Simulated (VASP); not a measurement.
Wanted: the native input for a VASP 6.6.1 run.

* Task: single point
* Functional: PBE
* Potentials or basis: VASP PAW PBE potentials, release 64 (Sb, As, Au)
* Cutoff: 520 eV
* k mesh: 6 × 6 × 2
* Occupations: gaussian, width 0.1 eV
* Spin: no spin polarisation
* Dipole correction: no
* Further INCAR settings: ALGO = Normal; EDIFF = 1e-06; NBANDS = 27

The structure of SbAs4Au lies in POSCAR:

```
SbAs4Au
1.0
    4.8273291800      0.0000000000      0.0000000000
   -2.4136645900      4.1805897000      0.0000000000
    0.0000000000      0.0000000000      8.8891516900
Sb As Au
1 4 1
Direct
    0.0000000000      0.0000000000      0.0000000000
    0.3333333300      0.6666666700      0.5000000000
    0.6666666700      0.3333333300      0.5000000000
    0.0000000000      0.0000000000      0.7481329800
    0.0000000000      0.0000000000      0.2518670200
    0.0000000000      0.0000000000      0.5000000000
```

The cell was built from a structure type or drawn by symmetry, and may not be a known phase.

The input as run:

INCAR

```
ALGO = Normal
EDIFF = 1E-6
ENCUT = 520
GGA = PE
ISIF = 2
ISMEAR = 0
LASPH = T
LCHARG = T
LELF = T
LREAL = F
LVHAR = T
LWAVE = F
NBANDS = 27
NELM = 100
PREC = Accurate
SIGMA = 0.1
```

KPOINTS

```
k-points
0
Gamma
  6 6 2
```

Potentials or basis: VASP PAW PBE potentials, release 64 (Sb, As, Au).

Launch:

```console
$ cat potpaw_PBE.64/Sb/POTCAR potpaw_PBE.64/As/POTCAR potpaw_PBE.64/Au/POTCAR > POTCAR
$ mpirun -np 1 vasp_std > vasp.out
```

It gave:

- Pressure: 13.9 GPa
- Largest force: 0.742 eV/Å
- Band gap on the k mesh: zero (bands 18 and 19 overlap by 0.90 eV)

Caveat: the cell stands under pressure; spin-orbit coupling is left out, which moves the levels of the heavy elements.

Wall time 43 s on 1 thread of Intel(R) Xeon(R) 6975P-C (Granite Rapids), with other jobs on the host, peak memory 0.31 GiB.
